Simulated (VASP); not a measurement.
A run of VASP 6.6.1 is set up as follows.

File INCAR:

```
ALGO     = Normal         # electronic algorithm
EDIFF    = 1E-6           # SCF threshold, eV
ENCUT    = 750            # plane-wave cutoff, eV
GGA      = PE             # functional
GGA_COMPAT= False        
ISIF     = 2              # what is computed and relaxed
ISMEAR   = 0              # smearing method
LASPH    = True           # aspherical terms in the spheres
LCHARG   = False          # write CHGCAR
LREAL    = False          # projectors in reciprocal space
LWAVE    = False          # write WAVECAR
NBANDS   = 34             # bands
NELM     = 120            # most SCF steps
PREC     = Accurate       # precision mode
SIGMA    = 0.1            # smearing width, eV
```

The input KPOINTS:

```
k-points
0
Gamma
  6 6 4
```

File POSCAR:

```
Mg2Ge2N
1.0
    3.9750685800      0.0000000000      0.0000000000
   -1.9875342900      3.4425103700      0.0000000000
    0.0000000000      0.0000000000      6.7768219500
Mg Ge N
2 2 1
Direct
    0.3333333300      0.6666666700      0.0000000000
    0.0000000000      0.0000000000      0.5000000000
    0.0000000000      0.0000000000      0.1326452800
    0.0000000000      0.0000000000      0.8673547200
    0.3333333300      0.6666666700      0.5000000000
```

Potentials or basis: VASP PAW PBE potentials, release 64 (Mg_sv, Ge_d, N).

The run is started by

```sh
$ cat potpaw_PBE.64/Mg_sv/POTCAR potpaw_PBE.64/Ge_d/POTCAR potpaw_PBE.64/N/POTCAR > POTCAR
$ mpirun -np 1 vasp_std > vasp.out
```

Problem. Predict the largest force.

Solution. 19.257 eV/Å.

Problem. What does it give for the band gap on the k mesh?

Solution. Zero (an odd number of electrons rules out a gap without spin polarisation).

Problem. What does it give for the pressure?

Solution. 28.7 GPa.

Stress tensor (GPa, compression positive):
```
 9.40  0.00  0.00
 0.00  9.40  0.00
 0.00  0.00 67.18
```

Caveat: the cell stands under pressure; forces of over 1 eV/Å act on the atoms, so gaps and moduli don't describe the material at rest.
